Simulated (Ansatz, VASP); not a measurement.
# ZnCd3Se2 in VASP and in Ansatz

```
CELL_PARAMETERS angstrom
3.66393 0.00000 0.00000
0.00000 3.66393 0.00000
0.00000 0.00000 12.24782
ATOMIC_POSITIONS crystal
Zn 0.50000 0.50000 0.50000
Cd 0.00000 0.00000 0.00000
Cd 0.00000 0.00000 0.71455
Cd 0.00000 0.00000 0.28545
Se 0.50000 0.50000 0.84736
Se 0.50000 0.50000 0.15264
```

Change from the starting cell: species swapped into the MgSc3Ru2 type (P4/mmm, No. 123).

Alike in both runs: task single point; functional PBE; k mesh 6 × 6 × 2; occupations gaussian, width 0.1 eV; no spin polarisation.

```csv
,VASP,Ansatz
version,VASP 6.6.1,Ansatz 0.2.0
potentials or method,"VASP PAW PBE potentials, release 64 (Zn, Cd, Se), cutoff 520 eV","scalar-relativistic, plane waves, PAW"
valence electrons in the cell,60,104
```

|  | VASP | Ansatz | Ansatz less VASP |
| --- | --- | --- | --- |
| gap on the k mesh at the Fermi level (eV) | none | none | - |
| pressure (GPa) | -3.6 | -3.8 | -0.13 |
| traceless stress, the component that is largest in VASP (GPa) | -2.08 | -2.07 | +0.015 |
| rms of the force components (eV/Å) | 0.056 | 0.062 | +0.0057 |

Atom by atom the forces differ by 0.006 eV/Å (rms over components). A gap of «none» marks a metal or a gap that the smearing closes. The functional is the same, so the differences come from potentials, cutoffs and numerics. VASP's potentials hold 60 valence electrons a cell and Ansatz's 104, so a difference there can come from the potentials and not from the codes.
